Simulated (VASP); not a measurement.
A run of VASP 6.6.1 is set up as follows.

File INCAR:

```
SYSTEM = NaB
PREC = Accurate
ENCUT = 500
EDIFF = 1E-6
ISMEAR = 1
SIGMA = 0.025
LREAL = .False.
LASPH = .True.
NELM = 120
ALGO = Normal
ISIF = 2
LWAVE = .False.
LCHARG = .True.
GGA = PE
LELF = .True.
LVHAR = .True.
NBANDS = 12
GGA_COMPAT = .False.
```

File KPOINTS:

```
Automatic mesh
0
Gamma
  9 9 9
  0 0 0
```

The input POSCAR:

```
NaB
1.0
    0.0000000000      2.6838690000      2.6838690000
    2.6838690000      0.0000000000      2.6838690000
    2.6838690000      2.6838690000      0.0000000000
Na B
1 1
Direct
    0.0000000000      0.0000000000      0.0000000000
    0.5000000000      0.5000000000      0.5000000000
```

Potentials or basis: VASP PAW PBE potentials, release 64 (Na_pv, B).

The run is started by

```console
$ cat potpaw_PBE.64/Na_pv/POTCAR potpaw_PBE.64/B/POTCAR > POTCAR
$ mpirun -np 1 vasp_std > vasp.out
```

**Question.** What does it give for the band gap on the k mesh?

**Answer.** Zero (band 5 reaches 3.13 eV, above the bottom of band 6 at 0.14 eV).

**Question.** Estimate the pressure.

**Answer.** 0.2 GPa.
